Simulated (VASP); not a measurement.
A run of VASP 6.6.1 is set up as follows.

File POSCAR:

```
GaN
1.0
    3.1828215348      0.0000000000      0.0000000000
   -1.5914107674      2.7564043048      0.0000000000
    0.0000000000      0.0000000000      5.1856745519
Ga N
2 2
Direct
    0.3333333333      0.6666666667     -0.0183139509
    0.6666666667      0.3333333333      0.4816860491
    0.3333333333      0.6666666667      0.3953139509
    0.6666666667      0.3333333333      0.8953139509
```

INCAR.step1

```
ALGO = Normal ; EDIFF = 1E-4
ENCUT = 520 ; GGA = PE
ISMEAR = 0 ; LASPH = True
LCHARG = False ; LREAL = False
LWAVE = True ; NBANDS = 26
NELM = 80 ; PREC = Accurate
SIGMA = 0.01
```

INCAR.step2

```
ALGO = Normal ; EDIFF = 1E-7
ENCUT = 520 ; ISIF = 2
ISMEAR = 0 ; ISTART = 1
LASPH = True ; LCHARG = False
LMIXTAU = True ; LREAL = False
LWAVE = False ; METAGGA = R2SCAN
NBANDS = 26 ; NELM = 80
PREC = Accurate ; SIGMA = 0.01
```

KPOINTS

```
k-points
0
Gamma
  12 12 6
```

Potentials or basis: VASP PAW PBE potentials, release 64 (Ga_d, N).

Command:

```console
$ cat potpaw_PBE.64/Ga_d/POTCAR potpaw_PBE.64/N/POTCAR > POTCAR
$ cp INCAR.step1 INCAR
$ mpirun -np 1 vasp_std > vasp.out
$ cp INCAR.step2 INCAR
$ mpirun -np 1 vasp_std > vasp.out
```

(1) Predict the largest force.

(2) Predict the pressure.

(3) Predict the band gap on the k mesh.

Answers

(1) 1.347 eV/Å.

(2) 4.0 GPa.

(3) 2.18 eV.

Caveat: the cell differs from its parent crystal (atoms displaced along a vibrational mode); the cell stands under pressure; the PAW data sets were made with another functional, which shifts forces and pressure a little.
